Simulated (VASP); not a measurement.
Here is a VASP 6.6.1 calculation.

Contents of INCAR:

```
PREC = Accurate ; ENCUT = 520
EDIFF = 1E-6 ; ISMEAR = -1
SIGMA = 0.05 ; LREAL = F
LASPH = T ; NELM = 100
ALGO = Normal ; ISIF = 2
LWAVE = F ; LCHARG = T
GGA = CA ; LELF = T
LVHAR = T ; NBANDS = 24
```

KPOINTS

```
regular mesh
0
Gamma
  6 6 6
```

File POSCAR:

```
SnTe3
1.0
    0.0000000000      3.9120303401      3.9120303401
    3.9120303401      0.0000000000      3.9120303401
    3.9120303401      3.9120303401      0.0000000000
Te Sn
3 1
Direct
    0.5000000000      0.5000000000      0.5000000000
    0.7500000000      0.7500000000      0.7500000000
    0.2500000000      0.2500000000      0.2500000000
    0.0000000000      0.0000000000      0.0000000000
```

Potentials or basis: VASP PAW LDA potentials, release 64 (Te, Sn_d).

Command:

```bash
$ cat potpaw_LDA.64/Te/POTCAR potpaw_LDA.64/Sn_d/POTCAR > POTCAR
$ mpirun -np 1 vasp_std > vasp.out
```

(1) What does it give for the pressure?

(2) What does it give for the band gap on the k mesh?

Answers

(1) -5.3 GPa.

(2) zero (band 16 reaches 7.41 eV, above the bottom of band 17 at 5.31 eV).

Caveat: spin-orbit coupling is left out, which moves the levels of the heavy elements.
